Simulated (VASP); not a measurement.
A run of VASP 6.6.1 is set up as follows.

INCAR

```
ALGO     = Normal         # electronic algorithm
EDIFF    = 1E-6           # SCF threshold, eV
ENCUT    = 750            # plane-wave cutoff, eV
GGA      = PE             # functional
GGA_COMPAT= F            
ISIF     = 2              # what is computed and relaxed
ISMEAR   = 0              # smearing method
LASPH    = T              # aspherical terms in the spheres
LCHARG   = F              # write CHGCAR
LREAL    = F              # projectors in reciprocal space
LWAVE    = F              # write WAVECAR
NBANDS   = 13             # bands
NELM     = 120            # most SCF steps
PREC     = Accurate       # precision mode
SIGMA    = 0.01           # smearing width, eV
```

The input KPOINTS:

```
k-points
0
Gamma
  4 4 4
```

POSCAR

```
Li2S
1.0
    0.0000000000      2.8452944197      2.8452944197
    2.8452944197      0.0000000000      2.8452944197
    2.8452944197      2.8452944197      0.0000000000
Li S
2 1
Direct
    0.2500000000      0.2500000000      0.2500000000
    0.7500000000      0.7500000000      0.7500000000
    0.0000000000      0.0000000000      0.0000000000
```

Potentials or basis: VASP PAW PBE potentials, release 64 (Li_sv, S).

Launch:

```sh
$ cat potpaw_PBE.64/Li_sv/POTCAR potpaw_PBE.64/S/POTCAR > POTCAR
$ mpirun -np 1 vasp_std > vasp.out
```

(1) What does it give for the band gap on the k mesh?

(2) Estimate the pressure.

## Answers

(1) 3.38 eV (least direct gap 4.29 eV).

(2) 0.3 GPa.

Caveat: the k points lie up to 0.48 Å⁻¹ apart.
